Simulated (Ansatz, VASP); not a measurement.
## C in VASP and in Ansatz

File POSCAR:

```
C
1.0
    2.5098430528      0.0000000000      0.0000000000
   -1.2549215264      2.1735878433      0.0000000000
    0.0000000000      0.0000000000      8.2802486716
C
8
Direct
    0.0000000000      0.0000000000      0.0008143108
    0.3333333333      0.6666666667      0.2492477432
    0.0000000000      0.0000000000      0.5008143108
    0.6666666667      0.3333333333      0.7492477432
    0.0000000000      0.0000000000      0.1866856892
    0.3333333333      0.6666666667      0.4382522568
    0.0000000000      0.0000000000      0.6866856892
    0.6666666667      0.3333333333      0.9382522568
```

File INCAR.step1:

```
  ALGO = Normal
  EDIFF = 1E-5
  ENCUT = 520
  GGA = PE
  ISIF = 2
  ISMEAR = 0
  LASPH = T
  LCHARG = F
  LREAL = F
  LWAVE = T
  NBANDS = 26
  NELM = 80
  PREC = Accurate
  SIGMA = 0.01
```

File INCAR.step2:

```
  ALGO = Normal
  EDIFF = 1E-7
  ENCUT = 520
  GGA = PE
  HFSCREEN = 0.2079
  ISIF = 2
  ISMEAR = 0
  ISTART = 1
  LASPH = T
  LCHARG = F
  LHFCALC = T
  LREAL = F
  LWAVE = F
  NBANDS = 26
  NELM = 80
  PREC = Accurate
  PRECFOCK = Fast
  SIGMA = 0.01
```

Contents of KPOINTS:

```
k-points
0
Gamma
  6 6 2
```

Input for Ansatz:

```yaml
crystal:
  lattice:
    - [2.5098430528, 0.0, 0.0]
    - [-1.2549215264, 2.1735878433, 0.0]
    - [0.0, 0.0, 8.2802486716]
  atoms:
    - { symbol: C, position: [0.0, 0.0, 0.0008143108] }
    - { symbol: C, position: [0.3333333333, 0.6666666667, 0.2492477432] }
    - { symbol: C, position: [0.0, 0.0, 0.5008143108] }
    - { symbol: C, position: [0.6666666667, 0.3333333333, 0.7492477432] }
    - { symbol: C, position: [0.0, 0.0, 0.1866856892] }
    - { symbol: C, position: [0.3333333333, 0.6666666667, 0.4382522568] }
    - { symbol: C, position: [0.0, 0.0, 0.6866856892] }
    - { symbol: C, position: [0.6666666667, 0.3333333333, 0.9382522568] }
kpoints:
  mp_grid: { grid: [6, 6, 2] }
  band_path:
    path:
      - [0.0, 0.0, 0.0]
      - [0.5, 0.0, 0.0]
      - [0.3333333333, 0.3333333333, 0.0]
      - [0.0, 0.0, 0.5]
      - [0.5, 0.0, 0.5]
      - [0.3333333333, 0.3333333333, 0.5]
      - [0.0, 0.408854, 0.0]
    npoints: 1
hamiltonian:
  xc: hse06
scf:
  occupations: { method: fixed }
  n_extra_bands: 6
output:
  forces: true
  stress: true
  eigenvalues: true
```

Alike in both runs: task single point; functional HSE06; k mesh 6 × 6 × 2; no spin polarisation.

|  | VASP | Ansatz |
| --- | --- | --- |
| version | VASP 6.6.1 | Ansatz 0.2.0 |
| potentials or method | VASP PAW PBE potentials, release 64 (C) | plane waves, PAW |
| plane-wave cutoff (eV) | 520 | 420 |
| occupations | gaussian, width 0.01 eV | fixed |
| valence electrons in the cell | 32 | 32 |

VASP gave:

```
gap on the k mesh at the Fermi level (eV)                     : 5.78
pressure (GPa)                                                : -4.8
traceless stress, the component that is largest in VASP (GPa) : -0.62
rms of the force components (eV/Å)                            : 0.013
```

Question: What did Ansatz give for the same quantities?

Answer: gap on the k mesh at the Fermi level (eV): 5.79; pressure (GPa): -5.7; traceless stress, the component that is largest in VASP (GPa): -0.56; rms of the force components (eV/Å): 0.012.

Atom by atom the forces differ by 0.003 eV/Å (rms over components). Ansatz's warnings: stress exchange threshold loose, stress scf threshold loose.

The k mesh is coarse, so the values compare programs but aren't converged.
